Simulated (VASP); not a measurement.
# Cd (P6_3/mmc) in VASP: further runs

Cd is run at these levels: PBEsol; tasks: single point.

Everything below comes from runs of VASP 6.6.1. Logs are shortened: lines on timing, memory, paths and dates and some standing lists are left out, and cuts for length are marked.

**1. The cell of the first run**

Symmetry: P6_3/mmc, No. 194, hexagonal system. Conventional cell: a = 2.904 Å, b = 2.904 Å, c = 5.477 Å, α = 90.00°, β = 90.00°, γ = 120.00°. Within 3.8 Å of Cd (site symmetry -6m2) lie 12 Cd at 2.90 to 3.21 Å.

**2. Single point, PBEsol (strain -0.025 along x and y, -0.025 along z)**

Contents of INCAR:

```
PREC = Accurate ; ENCUT = 520
EDIFF = 1E-6 ; ISMEAR = 0
SIGMA = 0.15 ; LREAL = False
LASPH = True ; NELM = 60
ALGO = Fast ; ISIF = 2
LWAVE = False ; LCHARG = True
GGA = PS ; LELF = True
LVHAR = True ; NBANDS = 19
```

Contents of KPOINTS:

```
regular mesh
0
Gamma
  18 18 8
```

Contents of POSCAR:

```
Cd
1.0
    2.9044006954      0.0000000000      0.0000000000
   -1.4522003477      2.5152847850      0.0000000000
    0.0000000000      0.0000000000      5.4772087500
Cd
2
Direct
    0.3333333333      0.6666666667      0.2500000000
    0.6666666667      0.3333333333      0.7500000000
```

Potentials or basis: VASP PAW PBE potentials, release 64 (Cd).

The run is started by

```
cat potpaw_PBE.64/Cd/POTCAR > POTCAR
mpirun -np 1 vasp_std > vasp.out
```

OUTCAR:

```text
PREC = Accurate
   ENCUT = 520
   EDIFF = 1E-6
   ISMEAR = 0
   LREAL = False
   LASPH = True
   NELM = 60
   ISIF = 2
   GGA = PS

 ion  position               nearest neighbor table
   1  0.333  0.667  0.250-   2 3.21   2 3.21   2 3.21   2 3.21   2 3.21   2 3.21
   2  0.667  0.333  0.750-   1 3.21   1 3.21   1 3.21   1 3.21   1 3.21   1 3.21

  LATTYP: Found a hexagonal cell.
 ALAT       =     2.9044006954
 C/A-ratio  =     1.8858309594

  Lattice vectors:

 A1 = (   2.9044006954,   0.0000000000,   0.0000000000)
 A2 = (  -1.4522003477,   2.5152847850,   0.0000000000)
 A3 = (   0.0000000000,   0.0000000000,   5.4772087500)

Analysis of symmetry for initial positions (statically):
=====================================================================
 Subroutine PRICEL returns:
 Original cell was already a primitive cell.

 Routine SETGRP: Setting up the symmetry group for a
 hexagonal supercell.

 Subroutine GETGRP returns: Found 24 space group operations
 (whereof 12 operations were pure point group operations)
 out of a pool of 24 trial point group operations.

The static configuration has the point symmetry D_3d.
 The point group associated with its full space group is D_6h.

Analysis of symmetry for dynamics (positions and initial velocities):
=====================================================================
 Subroutine PRICEL returns:
 Original cell was already a primitive cell.

 Routine SETGRP: Setting up the symmetry group for a
 hexagonal supercell.

 Subroutine GETGRP returns: Found 24 space group operations
 (whereof 12 operations were pure point group operations)
 out of a pool of 24 trial point group operations.

The dynamic configuration has the point symmetry D_3d.
 The point group associated with its full space group is D_6h.

 Subroutine INISYM returns: Found 24 space group operations
 (whereof 12 operations are pure point group operations),
 and found     1 'primitive' translations

----------------------------------------------------------------------------------------

                                     Primitive cell

  volume of cell :      40.0132

  direct lattice vectors                    reciprocal lattice vectors
     2.904400695  0.000000000  0.000000000     0.344305110  0.198784648  0.000000000
[... 76 lines left out ...]
 SYSTEM =  unknown system
   PREC   = accura    normal or accurate (medium, high low for compatibility)
   ISTART =      0    job   : 0-new  1-cont  2-samecut
   ICHARG =      2    charge: 1-file 2-atom 10-const
   ISPIN  =      1    spin polarized calculation?
   LNONCOLLINEAR =      F non collinear calculations
   LSORBIT =      F    spin-orbit coupling
   LASPH  =      T    aspherical Exc in radial PAW
   ENCUT  =  520.0 eV  38.22 Ry    6.18 a.u.   5.40  5.40 10.18*2*pi/ulx,y,z
   NELM   =     60;   NELMIN=  2; NELMDL= -5     # of ELM steps
   EDIFF  = 0.1E-05   stopping-criterion for ELM
   LREAL  =      F    real-space projection
   EDIFFG = 0.1E-04   stopping-criterion for IOM
   NSW    =      0    number of steps for IOM
   IBRION =     -1    ionic relax: 0-MD 1-quasi-New 2-CG
   NFREE  =      0    steps in history (QN), initial steepest desc. (CG)
   ISIF   =      2    stress and relaxation
   ISYM   =      2    0-nonsym 1-usesym 2-fastsym
   POTIM  = 0.5000    time-step for ionic-motion
   TEBEG  =    0.0;   TEEND  =   0.0 temperature during run
   PSTRESS=    0.0 pullay stress
   NELECT =      24.0000    total number of electrons
   NUPDOWN=      -1.0000    fix difference up-down
   EMIN   =  10.00;   EMAX   =-10.00  energy-range for DOS
   EFERMI =   0.00;   METHOD = LEGACY
   ISMEAR =     0;   SIGMA  =   0.15  broadening in eV -4-tet -1-fermi 0-gaus
   EFERMI_NEDOS =   21; number of points for ismear=-14 and -15
   IALGO  =     68    algorithm
   IMIX   =      4    mixing-type and parameters
     AMIX     =   0.40;   BMIX     =  1.00
     AMIX_MAG =   1.60;   BMIX_MAG =  1.00
  volume/ion in A,a.u.               =      20.01       135.01
  Fermi-wavevector in a.u.,A,eV,Ry     =   1.380631  2.609014 25.934631  1.906142
  Thomas-Fermi vector in A             =   2.505490
   LORBIT       =      0    0 simple, 1 ext, 2 COOP (PROOUT), +10 PAW based schemes
   GGA     = PS    functional components
   LHFCALC =     F    Hartree Fock is set to
   AEXX    =    0.0000 exact exchange contribution
   IVDW    =     0    specifies the selected vdW correction
   LEPSILON=     F    determine dielectric tensor
   LRPA    =     F    only Hartree local field effects (RPA)
 non-spin polarized calculation
 RMM-DIIS sequential band-by-band and
 Gauss-broadening in eV      SIGMA  =   0.15
  energy-cutoff  :      520.00
  volume of cell :       40.01
 maximum number of plane-waves:      1106
 NGX is ok and might be reduce to    24
   NGX = 11   NGY = 11   NGZ = 21

 number of electron      24.0000013 magnetization

 Free energy of the ion-electron system (eV)
  ---------------------------------------------------
  ext. energy  EPLUGINS =         0.00000000
  ---------------------------------------------------
  free energy    TOTEN  =        -2.37650054 eV

  energy without entropy =       -2.37125517  energy(sigma->0) =       -2.37387785

 E-fermi :   3.4825     XC(G=0): -11.6208

 val. band max:        3.4585138592   @ k =   0.0000   0.0000   0.2500
 cond. band min:       3.5036760309   @ k =   0.2222   0.0556   0.1250
 fundamental gap:      0.0451621717
 Fermi energy:         3.4825221408

 k-point     1 :       0.0000    0.0000    0.0000
  band No.  band energies     occupation
      1      -6.8400      2.00000
      2      -6.5553      2.00000
      3      -6.0502      2.00000
      4      -6.0502      2.00000
      5      -6.0290      2.00000
      6      -5.9884      2.00000
[... 505 lines left out ...]
      6      -5.6872      2.00000
[... 11 lines left out ...]
     18      15.0031      0.00000
     19      15.5497      0.00000

 [... further k-points ...]
[... 5 lines left out ...]
  --------------------------------------------------------------------------------------
  -------------------------------------------------------------------------------------
  Total        1.1326504      1.1326504      0.7551869      0.0000000      0.0000000      0.0000000
  in kB       45.3527324     45.3527324     30.2386254      0.0000000      0.0000000      0.0000000
  external PRESSURE =      40.3146967 kB  Pullay stress =       0.0000000 kB

 VOLUME and BASIS-vectors are now :
 -----------------------------------------------------------------------------
  energy-cutoff  :      520.00
  volume of cell :       40.01
      direct lattice vectors                 reciprocal lattice vectors
     2.904400695  0.000000000  0.000000000     0.344305110  0.198784648  0.000000000
    -1.452200348  2.515284785  0.000000000     0.000000000  0.397569296  0.000000000
     0.000000000  0.000000000  5.477208750     0.000000000  0.000000000  0.182574747

 POSITION                                       TOTAL-FORCE (eV/Angst)
 -----------------------------------------------------------------------------------
     -0.00000      1.67686      1.36930        -0.000000      0.000000      0.000000
      1.45220      0.83843      4.10791         0.000000     -0.000000      0.000000
 -----------------------------------------------------------------------------------
    total drift:                               -0.000000      0.000000      0.000000

  FREE ENERGIE OF THE ION-ELECTRON SYSTEM (eV)
  ---------------------------------------------------
  free  energy   TOTEN  =        -2.3765005396 eV

  energy  without entropy=       -2.3712551658  energy(sigma->0) =       -2.37387785
```

stdout:

```text
POSCAR found type information on POSCAR Cd
 POSCAR found :  1 types and       2 ions
 scaLAPACK will be used
 -----------------------------------------------------------------------------
|                                                                             |
|                                                                             |
|     You enforced a specific xc type in the INCAR file but a different       |
|     I HOPE YOU KNOW WHAT YOU ARE DOING!                                     |
|                                                                             |
 -----------------------------------------------------------------------------

 LDA part: xc-table for (Slater+PW92), standard interpolation
 POSCAR, INCAR and KPOINTS ok, starting setup
 FFT: planning ... GRIDC
 FFT: planning ... GRID_SOFT
 FFT: planning ... GRID
 WAVECAR not read
 entering main loop
```

Wall time 2.3 min (1 thread of Intel Xeon 8259CL, shared host); peak memory 0.25 GiB.

Results:

| Quantity | Value |
| --- | --- |
| Free energy | -2.3765 eV |
| Pressure | 4.0 GPa |
| Band gap on the k mesh | zero (bands 12 and 13 overlap by 4.59 eV) |

Caveat: the cell differs from its parent crystal (strain -0.025 along x and y, -0.025 along z); the cell stands under pressure; the PAW data sets were made with another functional, which shifts forces and pressure a little.

[end of part 1 of 2]

The gap in the log of VASP goes by the Fermi energy; the results here count the filled bands.